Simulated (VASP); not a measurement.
Input of a VASP 6.6.1 run:

Contents of INCAR:

```
  ALGO = Fast
  EDIFF = 1E-7
  ENCUT = 520
  GGA = PE
  ISIF = 2
  ISMEAR = 0
  LASPH = True
  LCHARG = False
  LREAL = False
  LWAVE = False
  NBANDS = 34
  NELM = 100
  PREC = Accurate
  SIGMA = 0.15
```

File KPOINTS:

```
k-points
0
Gamma
  13 13 5
```

Contents of POSCAR:

```
Al2Pt
1.0
    2.9732041201     -2.9732041201      0.0000000000
    2.9732041201      0.0000000000     -2.9732041201
    5.8598056999      5.8598056999      5.8598056999
Al Pt
6 3
Direct
    0.6666666667      0.6666666667      0.4228415299
    1.0000000000      0.0000000000      0.0845818364
    0.3333333333      0.3333333333      0.7611012234
    0.6666666667      0.6666666667      0.9302310701
    1.0000000000      1.0000000000      0.5919713766
    0.3333333333      0.3333333333      0.2537116831
    0.0000000000      0.0000000000      0.8456661468
    0.3333333333      0.3333333333      0.5074064533
    0.6666666667      0.6666666667      0.1691467597
```

Potentials or basis: VASP PAW PBE potentials, release 64 (Al, Pt).

Launch:

```bash
$ cat potpaw_PBE.64/Al/POTCAR potpaw_PBE.64/Pt/POTCAR > POTCAR
$ mpirun -np 1 vasp_std > vasp.out
```

(1) Estimate the band gap on the k mesh.

(2) Estimate the largest force.

Results:

(1) zero (band 24 reaches 10.47 eV, above the bottom of band 25 at 6.93 eV).

(2) 0.908 eV/Å.

Caveat: spin-orbit coupling is left out, which moves the levels of the heavy elements.
